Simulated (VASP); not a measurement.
# SnTe (Fm-3m) in VASP: a series of runs

SnTe is run at these levels: r2SCAN; tasks: single point.

All numbers are computed with VASP 6.6.1; they aren't measurements. Logs are shortened: lines on timing, memory, paths and dates and some standing lists are left out, and cuts for length are marked.

## (1) The cell of the first run

The structure is cubic, space group Fm-3m (No. 225). The conventional cell has a = 6.442 Å, b = 6.442 Å, c = 6.442 Å, α = 90.00°, β = 90.00°, γ = 90.00°. Within 4.2 Å of Sn (site symmetry m-3m) lie 6 Te at 3.22 Å. Te (site symmetry m-3m) has 6 Sn at 3.22 Å within 4.2 Å.

## (2) Single point, r2SCAN (strain +1.0%)

Contents of POSCAR:

```
SnTe
1.0
    0.0000000000      3.2212236489      3.2212236489
    3.2212236489      0.0000000000      3.2212236489
    3.2212236489      3.2212236489      0.0000000000
Sn Te
1 1
Direct
    0.0000000000      0.0000000000      0.0000000000
    0.5000000000      0.5000000000      0.5000000000
```

Contents of INCAR.step1:

```
ALGO = Normal ; EDIFF = 1E-4
ENCUT = 520 ; GGA = PE
ISMEAR = -1 ; LASPH = T
LCHARG = F ; LREAL = F
LWAVE = T ; NBANDS = 17
NELM = 60 ; PREC = Accurate
SIGMA = 0.02
```

Contents of INCAR.step2:

```
ALGO = Normal ; EDIFF = 1E-7
ENCUT = 520 ; ISIF = 2
ISMEAR = -1 ; ISTART = 1
LASPH = T ; LCHARG = F
LMIXTAU = T ; LREAL = F
LWAVE = F ; METAGGA = R2SCAN
NBANDS = 17 ; NELM = 60
PREC = Accurate ; SIGMA = 0.02
```

Contents of KPOINTS:

```
k-points
0
Gamma
  8 8 8
```

Potentials or basis: VASP PAW PBE potentials, release 64 (Sn_d, Te).

Launch:

```console
$ cat potpaw_PBE.64/Sn_d/POTCAR potpaw_PBE.64/Te/POTCAR > POTCAR
$ cp INCAR.step1 INCAR
$ mpirun -np 1 vasp_std > vasp.out
$ cp INCAR.step2 INCAR
$ mpirun -np 1 vasp_std > vasp.out
```

OUTCAR:

```text
EDIFF = 1E-7
   ENCUT = 520
   ISIF = 2
   ISMEAR = -1
   ISTART = 1
   LASPH = T
   LREAL = F
   METAGGA = R2SCAN
   NELM = 60
   PREC = Accurate

 ion  position               nearest neighbor table
   1  0.000  0.000  0.000-   2 3.22   2 3.22   2 3.22   2 3.22   2 3.22   2 3.22
   2  0.500  0.500  0.500-   1 3.22   1 3.22   1 3.22   1 3.22   1 3.22   1 3.22

  LATTYP: Found a face centered cubic cell.
 ALAT       =     6.4424472978

  Lattice vectors:

 A1 = (   0.0000000000,   3.2212236489,   3.2212236489)
 A2 = (   3.2212236489,   0.0000000000,   3.2212236489)
 A3 = (   3.2212236489,   3.2212236489,   0.0000000000)

Analysis of symmetry for initial positions (statically):
=====================================================================
 Subroutine PRICEL returns:
 Original cell was already a primitive cell.

 Routine SETGRP: Setting up the symmetry group for a
 face centered cubic supercell.

 Subroutine GETGRP returns: Found 48 space group operations
 (whereof 48 operations were pure point group operations)
 out of a pool of 48 trial point group operations.

The static configuration has the point symmetry O_h .

Analysis of symmetry for dynamics (positions and initial velocities):
=====================================================================
 Subroutine PRICEL returns:
 Original cell was already a primitive cell.

 Routine SETGRP: Setting up the symmetry group for a
 face centered cubic supercell.

 Subroutine GETGRP returns: Found 48 space group operations
 (whereof 48 operations were pure point group operations)
 out of a pool of 48 trial point group operations.

The dynamic configuration has the point symmetry O_h .

 Subroutine INISYM returns: Found 48 space group operations
 (whereof 48 operations are pure point group operations),
 and found     1 'primitive' translations

----------------------------------------------------------------------------------------

                                     Primitive cell

  volume of cell :      66.8486

  direct lattice vectors                    reciprocal lattice vectors
     0.000000000  3.221223649  3.221223649    -0.155220517  0.155220517  0.155220517
     3.221223649  0.000000000  3.221223649     0.155220517 -0.155220517  0.155220517
     3.221223649  3.221223649  0.000000000     0.155220517  0.155220517 -0.155220517

  length of vectors
     4.555498172  4.555498172  4.555498172     0.268849822  0.268849822  0.268849822

  position of ions in fractional coordinates (direct lattice)
     0.000000000  0.000000000  0.000000000
     0.500000000  0.500000000  0.500000000

  ion indices of the primitive-cell ions
   primitive index   ion index
                 1           1
                 2           2

----------------------------------------------------------------------------------------

 KPOINTS: k-points

Automatic generation of k-mesh.
 Grid dimensions read from file:
 generate k-points for:    8    8    8

 Generating k-lattice:

  Cartesian coordinates                     Fractional coordinates (reciprocal lattice)
    -0.019402565  0.019402565  0.019402565     0.125000000  0.000000000  0.000000000
     0.019402565 -0.019402565  0.019402565     0.000000000  0.125000000  0.000000000
     0.019402565  0.019402565 -0.019402565     0.000000000  0.000000000  0.125000000

  Length of vectors
     0.033606228  0.033606228  0.033606228

  Shift w.r.t. Gamma in fractional coordinates (k-lattice)
     0.000000000  0.000000000  0.000000000

 Subroutine IBZKPT returns following result:
 ===========================================

 Found     29 irreducible k-points:

 Following reciprocal coordinates:
            Coordinates               Weight
  0.000000  0.000000  0.000000      1.000000
  0.125000  0.000000  0.000000      8.000000
  0.250000  0.000000  0.000000      8.000000
  0.375000  0.000000  0.000000      8.000000
  0.500000  0.000000  0.000000      4.000000
  0.125000  0.125000  0.000000      6.000000
[... 16 lines left out ...]
  0.500000  0.250000  0.125000     48.000000
 -0.375000  0.250000  0.125000     24.000000
 [... further k-points ...]
   k-points           NKPTS =     29   k-points in BZ     NKDIM =     29   number of bands    NBANDS=     17
   number of dos      NEDOS =    301   number of ions     NIONS =      2
   total plane-waves  NPLWV =  46656
   dimension x,y,z NGX =    36 NGY =   36 NGZ =   36
   dimension x,y,z NGXF=    72 NGYF=   72 NGZF=   72
   ions per type =               1   1
   NGX,Y,Z   is equivalent  to a cutoff of  13.14, 13.14, 13.14 a.u.
   NGXF,Y,Z  is equivalent  to a cutoff of  26.28, 26.28, 26.28 a.u.
 SYSTEM =  unknown system
   PREC   = accura    normal or accurate (medium, high low for compatibility)
   ISTART =      1    job   : 0-new  1-cont  2-samecut
   ICHARG =      0    charge: 1-file 2-atom 10-const
   ISPIN  =      1    spin polarized calculation?
   LNONCOLLINEAR =      F non collinear calculations
   LSORBIT =      F    spin-orbit coupling
   LASPH  =      T    aspherical Exc in radial PAW
   ENCUT  =  520.0 eV  38.22 Ry    6.18 a.u.   8.47  8.47  8.47*2*pi/ulx,y,z
   NELM   =     60;   NELMIN=  2; NELMDL=  0     # of ELM steps
   EDIFF  = 0.1E-06   stopping-criterion for ELM
   LREAL  =      F    real-space projection
   EDIFFG = 0.1E-05   stopping-criterion for IOM
   NSW    =      0    number of steps for IOM
   IBRION =     -1    ionic relax: 0-MD 1-quasi-New 2-CG
   NFREE  =      0    steps in history (QN), initial steepest desc. (CG)
   ISIF   =      2    stress and relaxation
   ISYM   =      2    0-nonsym 1-usesym 2-fastsym
   POTIM  = 0.5000    time-step for ionic-motion
   TEBEG  =    0.0;   TEEND  =   0.0 temperature during run
   PSTRESS=    0.0 pullay stress
   NELECT =      20.0000    total number of electrons
   NUPDOWN=      -1.0000    fix difference up-down
   EMIN   =  10.00;   EMAX   =-10.00  energy-range for DOS
   EFERMI =   0.00;   METHOD = LEGACY
   ISMEAR =    -1;   SIGMA  =   0.02  broadening in eV -4-tet -1-fermi 0-gaus
   EFERMI_NEDOS =   21; number of points for ismear=-14 and -15
   IALGO  =     38    algorithm
   IMIX   =      4    mixing-type and parameters
     AMIX     =   0.40;   BMIX     =  1.00
     AMIX_MAG =   1.60;   BMIX_MAG =  1.00
  volume/ion in A,a.u.               =      33.42       225.56
  Fermi-wavevector in a.u.,A,eV,Ry     =   1.094932  2.069122 16.311710  1.198877
  Thomas-Fermi vector in A             =   2.231246
   LORBIT       =      0    0 simple, 1 ext, 2 COOP (PROOUT), +10 PAW based schemes
   METAGGA = R2SCAN    functional components
   LHFCALC =     F    Hartree Fock is set to
   AEXX    =    0.0000 exact exchange contribution
   IVDW    =     0    specifies the selected vdW correction
   LEPSILON=     F    determine dielectric tensor
   LRPA    =     F    only Hartree local field effects (RPA)
 non-spin polarized calculation
  energy-cutoff  :      520.00
  volume of cell :       66.85
 maximum number of plane-waves:      1826
 NGX is ok and might be reduce to    36
   NGX = 17   NGY = 17   NGZ = 17

 number of electron      20.0000006 magnetization

 Free energy of the ion-electron system (eV)
  ---------------------------------------------------
  ext. energy  EPLUGINS =         0.00000000
  ---------------------------------------------------
  free energy    TOTEN  =       -50.67776737 eV

  energy without entropy =      -50.67775424  energy(sigma->0) =      -50.67776081

 E-fermi :   6.2373     XC(G=0):  -9.7509

 val. band max:        6.1218694439   @ k =   0.5000   0.0000   0.0000
 cond. band min:       6.3527793927   @ k =   0.5000   0.0000   0.0000
 fundamental gap:      0.2309099487
 Fermi energy:         6.2373242124

 k-point     1 :       0.0000    0.0000    0.0000
  band No.  band energies     occupation
      1     -16.5416      2.00000
      2     -16.5416      2.00000
      3     -16.5349      2.00000
      4     -16.5349      2.00000
      5     -16.5349      2.00000
      6      -6.7991      2.00000
[... 9 lines left out ...]
     16      11.2947      0.00000
     17      13.2126      0.00000

 k-point     2 :       0.1250    0.0000    0.0000
  band No.  band energies     occupation
      1     -16.5421      2.00000
      2     -16.5421      2.00000
      3     -16.5347      2.00000
      4     -16.5343      2.00000
      5     -16.5343      2.00000
      6      -6.6735      2.00000
[... 9 lines left out ...]
     16      11.6076      0.00000
     17      14.1541      0.00000

 k-point     3 :       0.2500    0.0000    0.0000
  band No.  band energies     occupation
      1     -16.5435      2.00000
      2     -16.5435      2.00000
      3     -16.5342      2.00000
      4     -16.5324      2.00000
      5     -16.5324      2.00000
      6      -6.3224      2.00000
[... 9 lines left out ...]
     16      12.4839      0.00000
     17      16.1414      0.00000

 k-point     4 :       0.3750    0.0000    0.0000
  band No.  band energies     occupation
      1     -16.5451      2.00000
      2     -16.5451      2.00000
      3     -16.5337      2.00000
      4     -16.5305      2.00000
      5     -16.5305      2.00000
      6      -5.8597      2.00000
[... 9 lines left out ...]
     16      13.8496      0.00000
     17      16.6060      0.00000

 k-point     5 :       0.5000    0.0000    0.0000
  band No.  band energies     occupation
      1     -16.5457      2.00000
      2     -16.5457      2.00000
      3     -16.5335      2.00000
      4     -16.5296      2.00000
      5     -16.5296      2.00000
      6      -5.6051      2.00000
[... 9 lines left out ...]
     16      15.3028      0.00000
     17      15.3028      0.00000

 k-point     6 :       0.1250    0.1250    0.0000
  band No.  band energies     occupation
      1     -16.5434      2.00000
      2     -16.5410      2.00000
      3     -16.5353      2.00000
      4     -16.5337      2.00000
      5     -16.5337      2.00000
      6      -6.6322      2.00000
[... 9 lines left out ...]
     16      12.1146      0.00000
     17      13.3930      0.00000

 k-point     7 :       0.2500    0.1250    0.0000
  band No.  band energies     occupation
      1     -16.5453      2.00000
      2     -16.5413      2.00000
      3     -16.5352      2.00000
      4     -16.5324      2.00000
      5     -16.5320      2.00000
      6      -6.3576      2.00000
[... 9 lines left out ...]
     16      13.0465      0.00000
     17      14.5268      0.00000

 k-point     8 :       0.3750    0.1250    0.0000
  band No.  band energies     occupation
      1     -16.5467      2.00000
      2     -16.5429      2.00000
      3     -16.5343      2.00000
      4     -16.5311      2.00000
      5     -16.5301      2.00000
      6      -5.9273      2.00000
[... 9 lines left out ...]
     16      14.3944      0.00000
     17      16.3180      0.00000
[... 203 lines left out ...]
      1     -16.5542      2.00000
      2     -16.5389      2.00000
      3     -16.5368      2.00000
      4     -16.5274      2.00000
      5     -16.5271      2.00000
      6      -5.3860      2.00000
[... 9 lines left out ...]
     16      15.8697      0.00000
     17      16.5096      0.00000

 k-point    20 :      -0.3750    0.3750    0.0000
  band No.  band energies     occupation
      1     -16.5521      2.00000
      2     -16.5409      2.00000
      3     -16.5348      2.00000
      4     -16.5286      2.00000
      5     -16.5277      2.00000
      6      -5.3014      2.00000
[... 9 lines left out ...]
     16      15.0001      0.00000
     17      17.0726      0.00000

 k-point    21 :       0.5000    0.5000    0.0000
  band No.  band energies     occupation
      1     -16.5558      2.00000
      2     -16.5379      2.00000
      3     -16.5377      2.00000
      4     -16.5265      2.00000
      5     -16.5265      2.00000
      6      -5.3374      2.00000
[... 9 lines left out ...]
     16      17.0219      0.00000
     17      17.4607      0.00000

 k-point    22 :       0.3750    0.2500    0.1250
  band No.  band energies     occupation
      1     -16.5472      2.00000
      2     -16.5416      2.00000
      3     -16.5350      2.00000
      4     -16.5309      2.00000
      5     -16.5306      2.00000
      6      -6.0424      2.00000
[... 9 lines left out ...]
     16      14.4689      0.00000
     17      14.7523      0.00000

 k-point    23 :       0.5000    0.2500    0.1250
  band No.  band energies     occupation
      1     -16.5482      2.00000
      2     -16.5429      2.00000
      3     -16.5338      2.00000
      4     -16.5304      2.00000
      5     -16.5292      2.00000
      6      -5.6455      2.00000
[... 9 lines left out ...]
     16      14.7052      0.00000
     17      16.0027      0.00000

 k-point    24 :      -0.3750    0.2500    0.1250
  band No.  band energies     occupation
      1     -16.5485      2.00000
      2     -16.5436      2.00000
      3     -16.5325      2.00000
      4     -16.5310      2.00000
      5     -16.5285      2.00000
      6      -5.4402      2.00000
[... 9 lines left out ...]
     16      15.8325      0.00000
     17      16.0667      0.00000

 [... further k-points ...]

------------------------ aborting loop because EDIFF is reached ----------------------------------------

  FORCE on cell =-STRESS in cart. coord.  units (eV):
  Direction    XX          YY          ZZ          XY          YZ          ZX
  --------------------------------------------------------------------------------------
  -------------------------------------------------------------------------------------
  Total       -0.5568556     -0.5568556     -0.5568556      0.0000000     -0.0000000     -0.0000000
  in kB      -13.3462895    -13.3462895    -13.3462895      0.0000000     -0.0000000     -0.0000000
  external PRESSURE =     -13.3462895 kB  Pullay stress =       0.0000000 kB

 VOLUME and BASIS-vectors are now :
 -----------------------------------------------------------------------------
  energy-cutoff  :      520.00
  volume of cell :       66.85
      direct lattice vectors                 reciprocal lattice vectors
     0.000000000  3.221223649  3.221223649    -0.155220517  0.155220517  0.155220517
     3.221223649  0.000000000  3.221223649     0.155220517 -0.155220517  0.155220517
     3.221223649  3.221223649  0.000000000     0.155220517  0.155220517 -0.155220517

 POSITION                                       TOTAL-FORCE (eV/Angst)
 -----------------------------------------------------------------------------------
      0.00000      0.00000      0.00000        -0.000000      0.000000     -0.000000
      3.22122      3.22122      3.22122         0.000000     -0.000000      0.000000
 -----------------------------------------------------------------------------------
    total drift:                               -0.000000      0.000000      0.000000

  FREE ENERGIE OF THE ION-ELECTRON SYSTEM (eV)
  ---------------------------------------------------
  free  energy   TOTEN  =       -50.6777673744 eV

  energy  without entropy=      -50.6777542423  energy(sigma->0) =      -50.67776081
```

It took 1.9 min on 1 thread of Intel Xeon Platinum 8488C (Sapphire Rapids), shared host; peak memory 0.23 GiB.

Results:

```
Free energy            : -50.6778 eV
Pressure               : -1.3 GPa
Band gap on the k mesh : 0.23 eV
```

Caveat: the cell differs from its parent crystal (strain +1.0%); the PAW data sets were made with another functional, which shifts forces and pressure a little; spin-orbit coupling is left out, which moves the levels of the heavy elements.

(Continued in part 2 of 2.)
